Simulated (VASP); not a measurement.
# CsSrMg6 in VASP: a series of runs, part 2 of 2

VASP 6.6.1. Earlier steps stand in the parts before.

**3. Single point, PBE (atoms moved at random)**

Input file INCAR:

```
PREC     = Accurate       # precision mode
ENCUT    = 520            # plane-wave cutoff, eV
EDIFF    = 1E-6           # SCF threshold, eV
ISMEAR   = -1             # smearing method
SIGMA    = 0.05           # smearing width, eV
LREAL    = F              # projectors in reciprocal space
LASPH    = T              # aspherical terms in the spheres
NELM     = 100            # most SCF steps
ALGO     = Fast           # electronic algorithm
ISIF     = 2              # what is computed and relaxed
LWAVE    = F              # write WAVECAR
LCHARG   = F              # write CHGCAR
GGA      = PE             # functional
NBANDS   = 26             # bands
```

Input file KPOINTS:

```
Automatic mesh
0
Gamma
  5 4 4
```

Input file POSCAR:

```
CsSrMg6
1.0
    5.2226850000      0.0000000000      0.0000000000
    0.0000000000      3.6172350000      7.0604120000
    0.0000000000     -3.6172350000      7.0604120000
Cs Sr Mg
1 1 6
Direct
    0.4947740000      0.1660120000      0.1863420000
    0.5018770000      0.6776620000      0.6667000000
   -0.0005000000      0.8622830000      0.8508830000
    0.0019390000      0.3661260000      0.3653220000
   -0.0032770000      0.3118750000      0.7721750000
   -0.0083290000      0.7664970000      0.3093250000
    0.4938070000      0.1627180000      0.6862270000
    0.4881350000      0.6789830000      0.1636830000
```

Potentials or basis: VASP PAW PBE potentials, release 64 (Cs_sv, Sr_sv, Mg).

Command:

```sh
> cat potpaw_PBE.64/Cs_sv/POTCAR potpaw_PBE.64/Sr_sv/POTCAR potpaw_PBE.64/Mg/POTCAR > POTCAR
> mpirun -np 1 vasp_std > vasp.out
```

OUTCAR:

```text
PREC = Accurate
   ENCUT = 520
   EDIFF = 1E-6
   ISMEAR = -1
   LREAL = F
   LASPH = T
   NELM = 100
   ISIF = 2
   GGA = PE

 ion  position               nearest neighbor table
   1  0.495  0.166  0.186-   2 3.50   2 3.73
   2  0.502  0.678  0.667-   1 3.50   6 3.57   5 3.60   5 3.64   6 3.65   3 3.68   3 3.70   1 3.73
                             7 3.94   8 3.95   8 3.99   7 4.00
   3  0.999  0.862  0.851-   7 3.23   5 3.24   8 3.25   6 3.25   7 3.27   8 3.34   4 3.58   2 3.68
                             2 3.70
   4  0.002  0.366  0.365-   6 2.94   5 3.00   8 3.24   7 3.30   8 3.36   7 3.37   3 3.58
   5  0.997  0.312  0.772-   4 3.00   7 3.09   7 3.12   3 3.24   6 3.32   2 3.60   2 3.64
   6  0.992  0.766  0.309-   4 2.94   8 3.08   8 3.11   3 3.25   5 3.32   2 3.57   2 3.65
   7  0.494  0.163  0.686-   5 3.09   5 3.12   3 3.23   3 3.27   4 3.30   4 3.37   8 3.48   2 3.94
                             2 4.00
   8  0.488  0.679  0.164-   6 3.08   6 3.11   4 3.24   3 3.25   3 3.34   4 3.36   7 3.48   2 3.95
                             2 3.99

  LATTYP: Found a base centered orthorhombic cell.
 ALAT       =     7.2344700000
 B/A-ratio  =     1.9518809256
 C/A-ratio  =     0.7219167403

  Lattice vectors:

 A1 = (   0.0000000000,   3.6172350000,  -7.0604120000)
 A2 = (   0.0000000000,   3.6172350000,   7.0604120000)
 A3 = (   5.2226850000,   0.0000000000,   0.0000000000)

Analysis of symmetry for initial positions (statically):
=====================================================================
 Subroutine PRICEL returns:
 Original cell was already a primitive cell.

 Routine SETGRP: Setting up the symmetry group for a
 base centered orthorhombic supercell.

 Subroutine GETGRP returns: Found  1 space group operations
 (whereof  1 operations were pure point group operations)
 out of a pool of  8 trial point group operations.

The static configuration has the point symmetry C_1 .

Analysis of symmetry for dynamics (positions and initial velocities):
[... 148 lines left out ...]
   GGA     = PE    functional components
   LHFCALC =     F    Hartree Fock is set to
   AEXX    =    0.0000 exact exchange contribution
   IVDW    =     0    specifies the selected vdW correction
   LEPSILON=     F    determine dielectric tensor
   LRPA    =     F    only Hartree local field effects (RPA)
 non-spin polarized calculation
 RMM-DIIS sequential band-by-band and
  energy-cutoff  :      520.00
  volume of cell :      266.77
 maximum number of plane-waves:      7208
   NGX = 19   NGY = 29   NGZ = 29

 number of electron      31.0000001 magnetization

 Free energy of the ion-electron system (eV)
  ---------------------------------------------------
  ext. energy  EPLUGINS =         0.00000000
  ---------------------------------------------------
  free energy    TOTEN  =        -9.81525920 eV

  energy without entropy =       -9.77767191  energy(sigma->0) =       -9.79646555

 E-fermi :   1.9109     XC(G=0):  -7.8578

 val. band max:        1.9085234977   @ k =   0.0000  -0.0000   0.5000
 cond. band min:       1.9115361833   @ k =   0.0000  -0.2500   0.2500
 fundamental gap:      0.0030126856
 Fermi energy:         1.9108796607

 k-point     1 :       0.0000    0.0000    0.0000
  band No.  band energies     occupation
      1     -34.6142      2.00000
      2     -20.8697      2.00000
      3     -16.7693      2.00000
      4     -16.5608      2.00000
      5     -16.5421      2.00000
      6      -7.9691      2.00000
[... 685 lines left out ...]
     25       5.0535      0.00000
     26       5.4708      0.00000

 [... further k-points ...]

------------------------ aborting loop because EDIFF is reached ----------------------------------------

  FORCE on cell =-STRESS in cart. coord.  units (eV):
  Direction    XX          YY          ZZ          XY          YZ          ZX
  --------------------------------------------------------------------------------------
  -------------------------------------------------------------------------------------
  Total       -0.5526234      0.0728334      0.6257252      0.0001377      0.2331897     -0.1618839
  in kB       -3.3190152      0.4374320      3.7580593      0.0008269      1.4005200     -0.9722626
  external PRESSURE =       0.2921587 kB  Pullay stress =       0.0000000 kB

 VOLUME and BASIS-vectors are now :
 -----------------------------------------------------------------------------
  energy-cutoff  :      520.00
  volume of cell :      266.77
      direct lattice vectors                 reciprocal lattice vectors
     5.222685000  0.000000000  0.000000000     0.191472394  0.000000000  0.000000000
     0.000000000  3.617235000  7.060412000     0.000000000  0.138227127  0.070817397
     0.000000000 -3.617235000  7.060412000     0.000000000 -0.138227127  0.070817397

 POSITION                                       TOTAL-FORCE (eV/Angst)
 -----------------------------------------------------------------------------------
      2.58405     -0.07354      2.48776         0.008890      0.197780      0.107345
      2.62115      0.03965      9.49175        -0.064454     -0.206523      0.007544
      5.22007      0.04124     12.09566        -0.047160     -0.025455      0.062698
      0.01013      0.00291      5.16432        -0.078820     -0.051898     -0.132024
      5.20557     -1.66501      7.65384        -0.008956     -0.062228      0.006717
      5.17919      1.65370      7.59575         0.015029      0.107896      0.035297
      2.57900     -1.89366      5.99390         0.067096      0.042281     -0.031663
      2.54938      1.86396      5.94957         0.108375     -0.001853     -0.055915
 -----------------------------------------------------------------------------------
    total drift:                                0.000083      0.000317     -0.001744

  FREE ENERGIE OF THE ION-ELECTRON SYSTEM (eV)
  ---------------------------------------------------
  free  energy   TOTEN  =        -9.8152591970 eV

  energy  without entropy=       -9.7776719080  energy(sigma->0) =       -9.79646555
```

OSZICAR:

```text
N       E                     dE             d eps       ncg     rms          rms(c)
DAV:   1     0.147183724775E+03    0.14718E+03   -0.10804E+04  2184   0.903E+02
DAV:   2     0.713607182740E+01   -0.14005E+03   -0.13427E+03  2898   0.170E+02
DAV:   3    -0.847182071586E+01   -0.15608E+02   -0.15474E+02  2926   0.483E+01
DAV:   4    -0.992287372653E+01   -0.14511E+01   -0.14462E+01  3984   0.106E+01
DAV:   5    -0.993385984466E+01   -0.10986E-01   -0.10984E-01  2834   0.112E+00    0.137E+01
RMM:   6    -0.984071523552E+01    0.93145E-01   -0.97038E-02  2870   0.117E+00    0.726E+00
RMM:   7    -0.981767258307E+01    0.23043E-01   -0.10938E-01  3213   0.142E+00    0.588E-01
RMM:   8    -0.981513450774E+01    0.25381E-02   -0.14341E-02  3181   0.525E-01    0.175E-01
RMM:   9    -0.981520699158E+01   -0.72484E-04   -0.36760E-03  3574   0.214E-01    0.570E-02
RMM:  10    -0.981523928822E+01   -0.32297E-04   -0.60980E-04  3808   0.851E-02    0.365E-02
RMM:  11    -0.981524947415E+01   -0.10186E-04   -0.14584E-04  3886   0.433E-02    0.835E-03
RMM:  12    -0.981525474360E+01   -0.52694E-05   -0.55036E-05  3988   0.240E-02    0.427E-03
RMM:  13    -0.981525723084E+01   -0.24872E-05   -0.24579E-05  3502   0.153E-02    0.250E-03
RMM:  14    -0.981525855109E+01   -0.13203E-05   -0.11735E-05  3147   0.107E-02    0.169E-03
RMM:  15    -0.981525919699E+01   -0.64590E-06   -0.65384E-06  2929   0.785E-03
   1 F= -.98152592E+01 E0= -.97964656E+01  d E =-.375873E-01
```

stdout:

```text
POSCAR found type information on POSCAR CsSrMg
 POSCAR found :  3 types and       8 ions
 scaLAPACK will be used
 LDA part: xc-table for (Slater+PW92), standard interpolation
 POSCAR, INCAR and KPOINTS ok, starting setup
 FFT: planning ... GRIDC
 FFT: planning ... GRID_SOFT
 FFT: planning ... GRID
 WAVECAR not read
 entering main loop
WARNING in EDDRMM: call to ZHEGV failed, returncode =   6  3     21
WARNING in EDDRMM: call to ZHEGV failed, returncode =   8  4     17
WARNING in EDDRMM: call to ZHEGV failed, returncode =   6  3     10
WARNING in EDDRMM: call to ZHEGV failed, returncode =   6  3     16
WARNING in EDDRMM: call to ZHEGV failed, returncode =   6  3     18
WARNING in EDDRMM: call to ZHEGV failed, returncode =   6  3     19
WARNING in EDDRMM: call to ZHEGV failed, returncode =   6  3     10
WARNING in EDDRMM: call to ZHEGV failed, returncode =   8  4     21
WARNING in EDDRMM: call to ZHEGV failed, returncode =   6  3      8
```

Wall time 13 min (1 thread of Oxide Virtual Turin-like, shared host); peak memory 0.53 GiB.

Results:

* Free energy: -9.8153 eV
* Pressure: 0.0 GPa
* Largest force: 0.225 eV/Å

Forces in eV/Å, atoms in the order of the input:
```
Cs   0.009  0.198  0.107
Sr  -0.064 -0.207  0.008
Mg  -0.047 -0.025  0.063
Mg  -0.079 -0.052 -0.132
Mg  -0.009 -0.062  0.007
Mg   0.015  0.108  0.035
Mg   0.067  0.042 -0.032
Mg   0.108 -0.002 -0.056
```

Stress tensor (GPa, compression positive):
```
-0.33  0.00 -0.10
 0.00  0.04  0.14
-0.10  0.14  0.38
```

Caveat: the cell differs from its parent crystal (atoms moved at random); spin-orbit coupling is left out, which moves the levels of the heavy elements.
